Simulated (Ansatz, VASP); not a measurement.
# Two plane-wave programs on Fe

Contents of POSCAR:

```
Fe
1.0
   -2.9100000000      2.9100000000      2.9100000000
    1.4550000000     -1.4550000000      1.4550000000
    1.4550000000      1.4550000000     -1.4550000000
Fe
2
Direct
    0.0000000000      0.0000000000      0.0000000000
    0.5000000000      0.0000000000      0.0000000000
```

File INCAR.step1:

```
SYSTEM = Fe
ALGO = Normal
EDIFF = 1E-4
ENCUT = 520
GGA = PE
ISMEAR = -1
ISPIN = 2
LASPH = .True.
LCHARG = .False.
LMAXMIX = 4
LREAL = .False.
LWAVE = .True.
MAGMOM = 0.12 0.12
NBANDS = 19
NELM = 150
PREC = Accurate
SIGMA = 0.1
```

Contents of INCAR.step2:

```
SYSTEM = Fe
ALGO = Normal
EDIFF = 1E-6
ENCUT = 520
ISIF = 2
ISMEAR = -1
ISPIN = 2
ISTART = 1
LASPH = .True.
LCHARG = .True.
LELF = .True.
LMAXMIX = 4
LMIXTAU = .True.
LORBIT = 11
LREAL = .False.
LVHAR = .True.
LWAVE = .False.
MAGMOM = 0.12 0.12
METAGGA = R2SCAN
NBANDS = 19
NELM = 150
PREC = Accurate
SIGMA = 0.1
```

Contents of KPOINTS:

```
k-points
0
Gamma
  7 14 14
  0 0 0
```

Input for Ansatz:

```yaml
crystal:
  lattice:
    - [-2.91, 2.91, 2.91]
    - [1.455, -1.455, 1.455]
    - [1.455, 1.455, -1.455]
  atoms:
    - { symbol: Fe, position: [0.0, 0.0, 0.0], spin: 0.12 }
    - { symbol: Fe, position: [0.5, 0.0, 0.0], spin: 0.12 }
magnetization:
  spin_polarized: true
hamiltonian:
  xc: r2scan
  pseudopotentials: { kind: paw }
basis:
  ecutwfc: 500
kpoints:
  mp_grid: { grid: [7, 14, 14] }
scf:
  occupations: { method: fermi_dirac, width: 0.1 }
  lower_state_search: standard
output:
  forces: true
  stress: true
  write_density: true
  write_potential: true
  elf: true
  volumetric_format: npy
```

Alike in both runs: task single point; functional r2SCAN; k mesh 7 × 14 × 14; occupations fermi-dirac, width 0.1 eV; collinear spin.

```csv
,VASP,Ansatz
version,VASP 6.6.1,Ansatz 0.2.0
potentials or method,"VASP PAW PBE potentials, release 64 (Fe), cutoff 520 eV","PAW, plane waves, scalar-relativistic"
valence electrons in the cell,16,32
```

Ansatz gave:

* net moment per atom (μB): 2.72
* size of the moment on the site where the two differ most (μB): 2.88

Q: Which values does VASP return?

A: net moment per atom (μB): 0.00; size of the moment on the site where the two differ most (μB): 0.00.

The net moments are unlike, so the other rows may belong to different states. VASP's potentials were made for PBE, not for r2SCAN. Site moments also hang on the region over which each program counts them. VASP's potentials hold 16 valence electrons a cell and Ansatz's 32, so a difference there can come from the potentials and not from the codes. Ansatz's warnings: stability check not made.
